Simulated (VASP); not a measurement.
W: single point with RPBE

W:

```xyz
1
Lattice="0.0000 2.0300 2.0300 2.0300 0.0000 2.0300 2.0300 2.0300 0.0000" Properties=species:S:1:pos:R:3 pbc="T T T"
W     0.0000    0.0000    0.0000
```

```json
{"Program": "VASP 6.6.1", "Task": "single point", "Functional": "RPBE", "Potentials or basis": "VASP PAW PBE potentials, release 64 (W_sv)", "Cutoff": "520 eV", "k mesh": "10 × 10 × 10", "Occupations": "methfessel-paxton, width 0.1 eV", "Spin": "no spin polarisation", "Dipole correction": "no", "Further INCAR settings": "ALGO = Normal; EDIFF = 1e-06; NBANDS = 13"}
```

```yaml
Pressure: -0.5 GPa
Band_gap_on_the_k_mesh: zero (band 7 reaches 13.23 eV, above the bottom of band 8 at 9.78 eV)
```

Levels at points of the mesh, in eV from the Fermi level:
```tsv
k point	band 3	band 4	band 5	band 6	band 7	band 8	band 9	band 10	band 11	band 12
(0.00, 0.00, 0.00)	-37.36	-37.36	-8.85	-0.49	-0.49	-0.49	2.56	2.56	12.77	17.91
(0.50, 0.00, 0.00)	-37.50	-37.50	-5.45	-0.69	-0.69	0.59	4.96	4.96	10.06	12.40
(0.50, 0.50, 0.00)	-37.74	-37.74	-5.30	-4.35	2.96	4.93	5.66	5.66	11.61	11.61
```

Run time: 10 s on 1 thread of AMD EPYC 7R13 Processor (Zen 3), on a shared host, peak memory 0.11 GiB.

Caveat: the PAW data sets were made with another functional, which shifts forces and pressure a little; spin-orbit coupling is left out, which moves the levels of the heavy elements.
